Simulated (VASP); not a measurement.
## ZnCd3O4: density of states with PBE

ZnCd3O4:

```
Zn Cd O
1.0
     3.51712    0.00000    0.00000
     0.00000    3.51712    0.00000
     0.00000    0.00000   10.10210
Zn Cd O
1 3 4
Cartesian
  1.7586 1.7586 0.0000
  0.0000 0.0000 7.7463
  0.0000 0.0000 2.3558
  1.7586 1.7586 5.0510
  1.7586 0.0000 9.0968
  0.0000 1.7586 1.0053
  1.7586 0.0000 3.7030
  0.0000 1.7586 6.3991
```

| Property | Result |
| --- | --- |
| Program | VASP 6.6.1 |
| Task | density of states |
| Functional | PBE |
| Potentials or basis | VASP PAW PBE potentials, release 64 (Zn, Cd, O) |
| Cutoff | 520 eV |
| k mesh | 10 × 10 × 4 |
| Occupations | gaussian, width 0.1 eV |
| Spin | no spin polarisation |
| Dipole correction | no |
| k mesh for the DOS | 15 × 15 × 6 |
| Occupations for the DOS | tetrahedron |
| Further INCAR settings | ALGO = Normal; EDIFF = 1e-06 |

```
Valence electrons inside the program's atomic spheres : Zn 10.74; Cd 10.28; O 4.95, 4.93
```

Levels at points of the mesh, in eV from the Fermi level:
```tsv
k point	band 33	band 34	band 35	band 36	band 37	band 38	band 39	band 40
(0.00, 0.00, 0.00)	-0.72	-0.16	-0.13	0.00	0.00	2.72	2.91	5.07
(0.00, 0.00, 0.50)	-0.29	-0.29	-0.18	-0.18	1.16	1.28	4.32	4.32
```

It took 8.8 min on 1 thread of Intel(R) Xeon(R) 6975P-C (Granite Rapids) (shared host), peak memory 0.7 GiB.
